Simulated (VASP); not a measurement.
Wanted: the native input for a VASP 6.6.1 run.

```
Task                   : single point
Functional             : PBE
Potentials or basis    : VASP PAW PBE potentials, release 64 (Mn_pv, S)
Cutoff                 : 520 eV
k mesh                 : 7 × 7 × 4
Occupations            : fermi-dirac, width 0.05 eV
Spin                   : collinear spin, ferromagnetic start
Starting moments       : [8.0, 8.0, 0.0, 0.0] μB
Fixed moment           : 16 μB
Dipole correction      : no
Further INCAR settings : ALGO = Normal; EDIFF = 1e-07; NBANDS = 31
```

The structure of MnS lies in POSCAR:

```
MnS
1.0
    3.9535769233      0.0000000000      0.0000000000
   -1.9767884617      3.4238980514      0.0000000000
    0.0000000000      0.0000000000      6.3425288600
Mn S
2 2
Direct
    0.6666666667      0.3333333333      0.4988446700
    0.3333333333      0.6666666667      0.9988446700
    0.3333333333      0.6666666667      0.6261543000
    0.6666666667      0.3333333333      0.1261543000
```

These files were run (other wordings do the same):

INCAR

```
  PREC = Accurate
  ENCUT = 520
  EDIFF = 1E-7
  ISMEAR = -1
  SIGMA = 0.05
  LREAL = False
  LASPH = True
  NELM = 150
  ALGO = Normal
  ISIF = 2
  LWAVE = False
  LCHARG = True
  ISPIN = 2
  MAGMOM = 8 8 0 0
  LORBIT = 11
  NUPDOWN = 16.0
  LMAXMIX = 4
  GGA = PE
  LELF = True
  LVHAR = True
  NBANDS = 31
```

KPOINTS

```
Automatic mesh
0
Gamma
  7 7 4
```

Potentials or basis: VASP PAW PBE potentials, release 64 (Mn_pv, S).

The run is started by

```sh
$ cat potpaw_PBE.64/Mn_pv/POTCAR potpaw_PBE.64/S/POTCAR > POTCAR
$ mpirun -np 1 vasp_std > vasp.out
```

It gave:

| Property | Result |
| --- | --- |
| Pressure | 33.6 GPa |
| Largest force | 0.145 eV/Å |
| Net moment | 16.00 μB per cell |
| Site moments | Mn +4.92; S +1.06 μB |
| Valence electrons inside the program's atomic spheres | Mn 11.39; S 3.54 |

Caveat: the cell stands under pressure; the total moment is fixed, so each spin has its own Fermi level; only a ferromagnetic start was run, and an antiferromagnetic order may lie lower in energy.

Wall time 2.9 min on 1 thread of Intel Xeon 8259CL, on a shared host, peak memory 0.28 GiB.
